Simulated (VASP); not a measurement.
# Al3As (P6_3/mmc) in VASP: a series of runs, part 2 of 2

VASP 6.6.1.

## 3. Single point, PBE

This run uses another cell than the first one, of 17.57 Å³/atom, 1.086 times its volume.

File INCAR:

```
PREC = Accurate
ENCUT = 520
EDIFF = 1E-6
ISMEAR = 0
SIGMA = 0.1
LREAL = F
LASPH = T
NELM = 60
ALGO = Fast
ISIF = 2
LWAVE = F
LCHARG = T
GGA = PE
LELF = T
LVHAR = T
NBANDS = 24
```

File KPOINTS:

```
regular mesh
0
Gamma
  6 6 4
```

File POSCAR:

```
Al3As
1.0
    5.7297854963      0.0000000000      0.0000000000
   -2.8648927481      4.9621397980      0.0000000000
    0.0000000000      0.0000000000      4.9429782762
Al As
6 2
Direct
    0.1670292338      0.3340584676      0.7500000000
    0.6659415324      0.8329707662      0.7500000000
    0.1670292338      0.8329707662      0.7500000000
    0.8329707662      0.6659415324      0.2500000000
    0.3340584676      0.1670292338      0.2500000000
    0.8329707662      0.1670292338      0.2500000000
    0.6666666667      0.3333333333      0.7500000000
    0.3333333333      0.6666666667      0.2500000000
```

Potentials or basis: VASP PAW PBE potentials, release 64 (Al, As).

Command:

```bash
cat potpaw_PBE.64/Al/POTCAR potpaw_PBE.64/As/POTCAR > POTCAR
mpirun -np 1 vasp_std > vasp.out
```

OUTCAR:

```text
PREC = Accurate
   ENCUT = 520
   EDIFF = 1E-6
   ISMEAR = 0
   LREAL = F
   LASPH = T
   NELM = 60
   ISIF = 2
   GGA = PE

 ion  position               nearest neighbor table
   1  0.167  0.334  0.750-   3 2.86   2 2.86   7 2.86   7 2.86   3 2.87   2 2.87   8 2.97   8 2.97
                             5 2.98   5 2.98   6 2.98   6 2.98
   2  0.666  0.833  0.750-   1 2.86   3 2.86   7 2.86   7 2.86   1 2.87   3 2.87   8 2.97   8 2.97
                             6 2.98   6 2.98   4 2.98   4 2.98
   3  0.167  0.833  0.750-   1 2.86   2 2.86   7 2.86   7 2.86   1 2.87   2 2.87   8 2.97   8 2.97
                             5 2.98   5 2.98   4 2.98   4 2.98
   4  0.833  0.666  0.250-   6 2.86   5 2.86   8 2.86   8 2.86   6 2.87   5 2.87   7 2.97   7 2.97
                             2 2.98   2 2.98   3 2.98   3 2.98
   5  0.334  0.167  0.250-   4 2.86   6 2.86   8 2.86   8 2.86   4 2.87   6 2.87   7 2.97   7 2.97
                             3 2.98   3 2.98   1 2.98   1 2.98
   6  0.833  0.167  0.250-   4 2.86   5 2.86   8 2.86   8 2.86   4 2.87   5 2.87   7 2.97   7 2.97
                             2 2.98   2 2.98   1 2.98   1 2.98
   7  0.667  0.333  0.750-   2 2.86   1 2.86   3 2.86   3 2.86   2 2.86   1 2.86   6 2.97   6 2.97
                             4 2.97   4 2.97   5 2.97   5 2.97
   8  0.333  0.667  0.250-   5 2.86   4 2.86   6 2.86   6 2.86   5 2.86   4 2.86   3 2.97   3 2.97
                             1 2.97   1 2.97   2 2.97   2 2.97

  LATTYP: Found a hexagonal cell.
 ALAT       =     5.7297854963
 C/A-ratio  =     0.8626812085

  Lattice vectors:

 A1 = (   5.7297854963,   0.0000000000,   0.0000000000)
 A2 = (  -2.8648927481,   4.9621397980,   0.0000000000)
 A3 = (   0.0000000000,   0.0000000000,   4.9429782762)

Analysis of symmetry for initial positions (statically):
=====================================================================
 Subroutine PRICEL returns:
 Original cell was already a primitive cell.

 Routine SETGRP: Setting up the symmetry group for a
 hexagonal supercell.

 Subroutine GETGRP returns: Found 24 space group operations
 (whereof 12 operations were pure point group operations)
 out of a pool of 24 trial point group operations.

The static configuration has the point symmetry D_3d.
[... 152 lines left out ...]
   LEPSILON=     F    determine dielectric tensor
   LRPA    =     F    only Hartree local field effects (RPA)
 non-spin polarized calculation
 RMM-DIIS sequential band-by-band and
 Gauss-broadening in eV      SIGMA  =   0.10
  energy-cutoff  :      520.00
  volume of cell :      140.54
 maximum number of plane-waves:      3808
 NGX is ok and might be reduce to    48
   NGX = 21   NGY = 21   NGZ = 19

 number of electron      28.0000000 magnetization

 Free energy of the ion-electron system (eV)
  ---------------------------------------------------
  ext. energy  EPLUGINS =         0.00000000
  ---------------------------------------------------
  free energy    TOTEN  =       -31.01291370 eV

  energy without entropy =      -30.99447855  energy(sigma->0) =      -31.00369612

 E-fermi :   7.5260     XC(G=0): -10.2520

 val. band max:        7.5067172816   @ k =   0.3333   0.3333   0.0000
 cond. band min:       7.5336322976   @ k =   0.3333   0.0000   0.2500
 fundamental gap:      0.0269150160
 Fermi energy:         7.5259799106

 k-point     1 :       0.0000    0.0000    0.0000
  band No.  band energies     occupation
      1      -5.6688      2.00000
      2      -3.5153      2.00000
      3       0.9554      2.00000
      4       1.5462      2.00000
      5       1.5462      2.00000
      6       1.8290      2.00000
[... 556 lines left out ...]
     23      11.0626      0.00000
     24      11.0629      0.00000

------------------------ aborting loop because EDIFF is reached ----------------------------------------

  FORCE on cell =-STRESS in cart. coord.  units (eV):
  Direction    XX          YY          ZZ          XY          YZ          ZX
  --------------------------------------------------------------------------------------
  -------------------------------------------------------------------------------------
  Total        0.0528376      0.0528376     -0.0646773      0.0000000      0.0000000      0.0000000
  in kB        0.6023626      0.6023626     -0.7373377      0.0000000      0.0000000      0.0000000
  external PRESSURE =       0.1557958 kB  Pullay stress =       0.0000000 kB

 VOLUME and BASIS-vectors are now :
 -----------------------------------------------------------------------------
  energy-cutoff  :      520.00
  volume of cell :      140.54
      direct lattice vectors                 reciprocal lattice vectors
     5.729785496  0.000000000  0.000000000     0.174526603  0.100762981  0.000000000
    -2.864892748  4.962139798  0.000000000     0.000000000  0.201525963  0.000000000
     0.000000000  0.000000000  4.942978276     0.000000000  0.000000000  0.202307181

 POSITION                                       TOTAL-FORCE (eV/Angst)
 -----------------------------------------------------------------------------------
      0.00000      1.65764      3.70723        -0.000000     -0.008300      0.000000
      1.42933      4.13332      3.70723         0.007188      0.004150     -0.000000
     -1.42933      4.13332      3.70723        -0.007188      0.004150     -0.000000
      2.86489      3.30449      1.23574         0.000000      0.008300      0.000000
      1.43556      0.82882      1.23574        -0.007188     -0.004150      0.000000
      4.29422      0.82882      1.23574         0.007188     -0.004150      0.000000
      2.86489      1.65405      3.70723        -0.000000      0.000000      0.000000
     -0.00000      3.30809      1.23574        -0.000000      0.000000      0.000000
 -----------------------------------------------------------------------------------
    total drift:                               -0.000000      0.000000     -0.000000

  FREE ENERGIE OF THE ION-ELECTRON SYSTEM (eV)
  ---------------------------------------------------
  free  energy   TOTEN  =       -31.0129136958 eV

  energy  without entropy=      -30.9944785494  energy(sigma->0) =      -31.00369612
```

OSZICAR:

```text
N       E                     dE             d eps       ncg     rms          rms(c)
DAV:   1     0.509156746967E+02    0.50916E+02   -0.10401E+04  1008   0.961E+02
DAV:   2    -0.268247963433E+02   -0.77740E+02   -0.73192E+02  1272   0.130E+02
DAV:   3    -0.311395979806E+02   -0.43148E+01   -0.42202E+01  1304   0.279E+01
DAV:   4    -0.311922173527E+02   -0.52619E-01   -0.52569E-01  1152   0.351E+00
DAV:   5    -0.311928807349E+02   -0.66338E-03   -0.66333E-03  1344   0.429E-01    0.432E+00
RMM:   6    -0.310756171393E+02    0.11726E+00   -0.45950E-02  1013   0.767E-01    0.251E+00
RMM:   7    -0.310143851492E+02    0.61232E-01   -0.59595E-02  1040   0.984E-01    0.252E-01
RMM:   8    -0.310129440010E+02    0.14411E-02   -0.43820E-03  1125   0.331E-01    0.129E-01
RMM:   9    -0.310129081399E+02    0.35861E-04   -0.58661E-04  1195   0.125E-01    0.342E-02
RMM:  10    -0.310129131162E+02   -0.49763E-05   -0.91173E-05  1192   0.530E-02    0.163E-02
RMM:  11    -0.310129139346E+02   -0.81839E-06   -0.26813E-05  1216   0.257E-02    0.652E-03
RMM:  12    -0.310129136958E+02    0.23878E-06   -0.67230E-06  1103   0.144E-02
   1 F= -.31012914E+02 E0= -.31003696E+02  d E =-.184351E-01
```

Run time: 99 s. Hardware: 1 thread of Intel Xeon Platinum 8259CL at 2.50GHz (Skylake/Cascade Lake), shared host; peak memory 0.31 GiB.

Results:

```
Free energy            : -31.0129 eV
Pressure               : 0.0 GPa
Largest force          : 0.008 eV/Å
Band gap on the k mesh : zero (band 14 reaches 8.89 eV, above the bottom of band 15 at 5.70 eV)
```

Forces in eV/Å, atoms in the order of the input:
```
Al   0.000 -0.008  0.000
Al   0.007  0.004  0.000
Al  -0.007  0.004  0.000
Al   0.000  0.008  0.000
Al  -0.007 -0.004  0.000
Al   0.007 -0.004  0.000
As   0.000  0.000  0.000
As   0.000  0.000  0.000
```

Stress tensor (GPa, compression positive):
```
 0.06  0.00  0.00
 0.00  0.06  0.00
 0.00  0.00 -0.07
```

Levels at points of the mesh, in eV from the Fermi level:
| k point | band 12 | band 13 | band 14 | band 15 | band 16 | band 17 |
| --- | --- | --- | --- | --- | --- | --- |
| (0.00, 0.00, 0.00) | -1.03 | -1.03 | -0.51 | 0.31 | 0.49 | 0.49 |
| (0.50, 0.00, 0.00) | -1.79 | -1.63 | -0.88 | -0.50 | -0.06 | 0.51 |
| (0.00, 0.00, 0.50) | -3.24 | -3.24 | -3.24 | 1.23 | 1.23 | 4.11 |
| (0.50, 0.00, 0.50) | -0.73 | 0.03 | 0.03 | 0.53 | 0.53 | 1.84 |

## 4. Relaxation of cell and atoms, PBE

File INCAR:

```
SYSTEM = Al3As
ALGO = Normal
EDIFF = 1E-6
EDIFFG = -0.04
ENCUT = 600
GGA = PE
IBRION = 2
ISIF = 3
ISMEAR = 0
LASPH = .True.
LCHARG = .False.
LREAL = .False.
LWAVE = .False.
NELM = 60
NSW = 90
PREC = Accurate
SIGMA = 0.1
```

File KPOINTS:

```
k-points
0
Gamma
  6 6 4
  0 0 0
```

File POSCAR:

```
Al3As
1.0
    5.7197720400      0.0000000000      0.0000000000
   -2.8598860200      4.9534678900      0.0000000000
    0.0000000000      0.0000000000      4.5661834000
Al As
6 2
Direct
    0.1674720000      0.3349440100      0.7500000000
    0.6650559900      0.8325280000      0.7500000000
    0.1674720000      0.8325280000      0.7500000000
    0.8325280000      0.6650559900      0.2500000000
    0.3349440100      0.1674720000      0.2500000000
    0.8325280000      0.1674720000      0.2500000000
    0.6666666700      0.3333333300      0.7500000000
    0.3333333300      0.6666666700      0.2500000000
```

Command:

```bash
cat potpaw_PBE.64/Al/POTCAR potpaw_PBE.64/As/POTCAR > POTCAR
mpirun -np 1 vasp_std > vasp.out
```

It took 5.6 min on 1 thread of Intel Xeon Platinum 8259CL at 2.50GHz (Skylake/Cascade Lake), shared host; peak memory 0.3 GiB.

Results (log left out):

```yaml
Free_energy: -31.0127 eV
Relaxed_volume: 17.55 Å³/atom
Relaxed_cell: a = 5.731 Å, b = 5.731 Å, c = 4.937 Å, α = 90.00°, β = 90.00°, γ = 120.00°
Space_group_after_relaxing_to_0.05_Å: P6_3/mmc (No. 194)
Energy_gained_by_relaxing: 50.6 meV/atom
Ionic_steps: 7
Pressure_after_relaxing: 0.1 GPa
Largest_force_after_relaxing: 0.021 eV/Å
Band_gap_on_the_k_mesh: zero (band 14 reaches 8.91 eV, above the bottom of band 15 at 5.71 eV)
```

Forces on the atoms (eV/Å):
```
Al   0.000  0.021  0.000
Al  -0.018 -0.010  0.000
Al   0.018 -0.010  0.000
Al   0.000 -0.021  0.000
Al   0.018  0.010  0.000
Al  -0.018  0.010  0.000
As   0.000  0.000  0.000
As   0.000  0.000  0.000
```

Stress tensor (GPa, compression positive):
```
0.03 0.00 0.00
0.00 0.03 0.00
0.00 0.00 0.10
```

The path:
```csv
step,energy change (eV),largest force (eV/Å),pressure (GPa),volume (Å³)
1,0.0000,0.1960,7.04,129.37
2,-0.3309,0.0194,-1.30,143.09
3,-0.3314,0.0147,-1.07,142.59
4,-0.3938,0.0414,-0.64,141.76
5,-0.4034,0.0410,-0.35,141.29
6,-0.4034,0.0413,-0.37,141.32
7,-0.4046,0.0205,0.05,140.44
```

Final structure:
```xyz
8
Lattice="5.7310 0.0000 0.0000 -2.8655 4.9632 0.0000 0.0000 0.0000 4.9374" Properties=species:S:1:pos:R:3 pbc="T T T"
Al    0.0000    1.6549    3.7031
Al    1.4323    4.1357    3.7031
Al   -1.4323    4.1357    3.7031
Al    2.8655    3.3083    1.2344
Al    1.4332    0.8274    1.2344
Al    4.2978    0.8274    1.2344
As    2.8655    1.6544    3.7031
As    0.0000    3.3088    1.2344
```

Levels at points of the mesh, in eV from the Fermi level:
```
           k point  band 11  band 12  band 13  band 14  band 15  band 16  band 17  band 18
(0.00, 0.00, 0.00)    -2.19    -1.01    -1.01    -0.51     0.29     0.48     0.48     0.72
(0.50, 0.00, 0.00)    -1.86    -1.80    -1.61    -0.88    -0.50    -0.05     0.50     1.03
(0.00, 0.00, 0.50)    -3.24    -3.24    -3.24    -3.24     1.26     1.26     4.13     4.13
(0.50, 0.00, 0.50)    -0.74    -0.74     0.03     0.03     0.53     0.53     1.86     1.86
```

## 5. Single point, PBE

This run uses another cell than the first one, of 17.60 Å³/atom, 1.088 times its volume.

File INCAR:

```
SYSTEM = Al3As
ALGO = Fast
EDIFF = 1E-6
ENCUT = 520
GGA = PE
ISIF = 2
ISMEAR = 0
LASPH = .TRUE.
LCHARG = .FALSE.
LREAL = .FALSE.
LWAVE = .FALSE.
NBANDS = 24
NELM = 100
PREC = Accurate
SIGMA = 0.1
```

File KPOINTS:

```
k-points
0
G
  12 12 8
  0 0 0
```

File POSCAR:

```
Al3As
1.0
    5.7326923430      0.0000000000      0.0000000000
   -2.8663461715      4.9646572012      0.0000000000
    0.0000000000      0.0000000000      4.9458271287
Al As
6 2
Direct
    0.1650446681      0.3300893362      0.7500000000
    0.6699106638      0.8349553319      0.7500000000
    0.1650446681      0.8349553319      0.7500000000
    0.8349553319      0.6699106638      0.2500000000
    0.3300893362      0.1650446681      0.2500000000
    0.8349553319      0.1650446681      0.2500000000
    0.6666666667      0.3333333333      0.7500000000
    0.3333333333      0.6666666667      0.2500000000
```

Command:

```bash
cat potpaw_PBE.64/Al/POTCAR potpaw_PBE.64/As/POTCAR > POTCAR
mpirun -np 1 vasp_std > vasp.out
```

Run time: 8.2 min. Hardware: 1 thread of Intel Xeon Platinum 8259CL at 2.50GHz (Skylake/Cascade Lake), shared host; peak memory 0.45 GiB.

Results (log left out):

| Item | Value |
| --- | --- |
| Free energy | -30.9304 eV |
| Pressure | 0.0 GPa |
| Largest force | 0.003 eV/Å |
| Band gap on the k mesh | zero (band 14 reaches 8.88 eV, above the bottom of band 15 at 5.66 eV) |

Forces in eV/Å, atoms in the order of the input:
```
Al   0.000 -0.003  0.000
Al   0.003  0.002  0.000
Al  -0.003  0.002  0.000
Al   0.000  0.003  0.000
Al  -0.003 -0.002  0.000
Al   0.003 -0.002  0.000
As   0.000  0.000  0.000
As   0.000  0.000  0.000
```

Levels at points of the mesh, in eV from the Fermi level:
```
           k point  band 11  band 12  band 13  band 14  band 15  band 16  band 17  band 18
(0.00, 0.00, 0.00)    -2.07    -0.95    -0.95    -0.54     0.28     0.51     0.51     0.74
(0.50, 0.00, 0.00)    -1.80    -1.77    -1.51    -0.82    -0.45     0.01     0.52     1.07
(0.00, 0.00, 0.50)    -3.18    -3.18    -3.18    -3.18     1.32     1.32     4.15     4.15
(0.50, 0.00, 0.50)    -0.70    -0.70     0.08     0.08     0.60     0.60     1.91     1.91
```

## 6. The runs side by side

| task | cell | k mesh | cutoff (eV) | gap on the mesh (eV) | pressure (GPa) | largest force (eV/Å) |
| --- | --- | --- | --- | --- | --- | --- |
| single point | a = 5.720, b = 5.720, c = 4.566 Å, angles 90.0, 90.0, 120.0°, 8 atoms | 6 × 6 × 4 | 520 | none | 7.0 | 0.20 |
| single point | a = 5.730, b = 5.730, c = 4.943 Å, angles 90.0, 90.0, 120.0°, 8 atoms | 6 × 6 × 4 | 520 | none | 0.0 | 0.01 |
| relaxation of cell and atoms | relaxed from a = 5.720, b = 5.720, c = 4.566 Å, angles 90.0, 90.0, 120.0°, 8 atoms | 6 × 6 × 4 | 600 | none | 0.1 | 0.02 |
| single point | a = 5.733, b = 5.733, c = 4.946 Å, angles 90.0, 90.0, 120.0°, 8 atoms | 12 × 12 × 8 | 520 | none | 0.0 | - |

Alike in all rows: level PBE; potentials or basis VASP PAW PBE potentials, release 64 (Al, As); no spin polarisation; smearing gaussian 0.1 eV.

Total energies depend on the potentials used, so only differences within one code and one set of settings carry meaning.
